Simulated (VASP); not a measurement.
Here is a VASP 6.6.1 calculation.

Contents of INCAR:

```
  ALGO = Normal
  EDIFF = 1E-6
  ENCUT = 520
  GGA = PE
  ISIF = 2
  ISMEAR = 0
  LASPH = True
  LCHARG = False
  LREAL = False
  LWAVE = False
  NBANDS = 26
  NELM = 60
  PREC = Accurate
  SIGMA = 0.1
```

File KPOINTS:

```
k-points
0
Gamma
  8 8 8
```

The input POSCAR:

```
ReRh2
1.0
   -1.6260468504      1.6260468504      4.1312702629
    1.6260468504     -1.6260468504      4.1312702629
    1.6260468504      1.6260468504     -4.1312702629
Re Rh
1 2
Direct
    0.0000000000      0.0000000000      0.0000000000
    0.6626199419      0.6626199419      0.0000000000
    0.3373800581      0.3373800581      0.0000000000
```

Potentials or basis: VASP PAW PBE potentials, release 64 (Re, Rh_pv).

Launch:

```sh
$ cat potpaw_PBE.64/Re/POTCAR potpaw_PBE.64/Rh_pv/POTCAR > POTCAR
$ mpirun -np 1 vasp_std > vasp.out
```

Predict the pressure.

0.0 GPa.

What does it give for the largest force?

0.014 eV/Å.

Forces in eV/Å, atoms in the order of the input:
```
Re   0.000  0.000  0.000
Rh   0.000  0.000  0.014
Rh   0.000  0.000 -0.014
```
